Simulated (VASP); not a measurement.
ZnS:

```
CELL_PARAMETERS angstrom
0.00000 2.70200 2.70200
2.70200 0.00000 2.70200
2.70200 2.70200 0.00000
ATOMIC_POSITIONS crystal
Zn 0.25000 0.25000 0.25000
S 0.00000 0.00000 0.00000
```

```yaml
Program: VASP 6.6.1
Task: relaxation of cell and atoms
Functional: revPBE
Dispersion: D3(BJ)
Potentials_or_basis: VASP PAW PBE potentials, release 64 (Zn, S)
Cutoff: 600 eV
k_mesh: 6 × 6 × 6, shifted
Occupations: gaussian, width 0.01 eV
Spin: no spin polarisation
```

At the start: pressure -2.0 GPa; volume 19.73 Å³/atom.

Problem. How do energy, volume and symmetry change on relaxing?

Solution. Over 3 steps the energy falls by 3.5 meV/atom and the volume is 19.19 Å³/atom (-2.7 %); space group F-43m (No. 216, to 0.1 Å) before and after.

The path:
```tsv
step	energy change (eV)	largest force (eV/Å)	pressure (GPa)	volume (Å³)
1	0.0000	0.0000	-2.03	39.45
2	-0.0062	0.0000	0.77	38.05
3	-0.0069	0.0000	-0.08	38.39
```

Final structure:
```xyz
2
Lattice="0.0000 2.6775 2.6775 2.6775 0.0000 2.6775 2.6775 2.6775 0.0000" Properties=species:S:1:pos:R:3 pbc="T T T"
Zn    1.3387    1.3387    1.3387
S     2.6775    5.3549    2.6775
```

Caveat: the PAW data sets were made with another functional, which shifts forces and pressure a little.
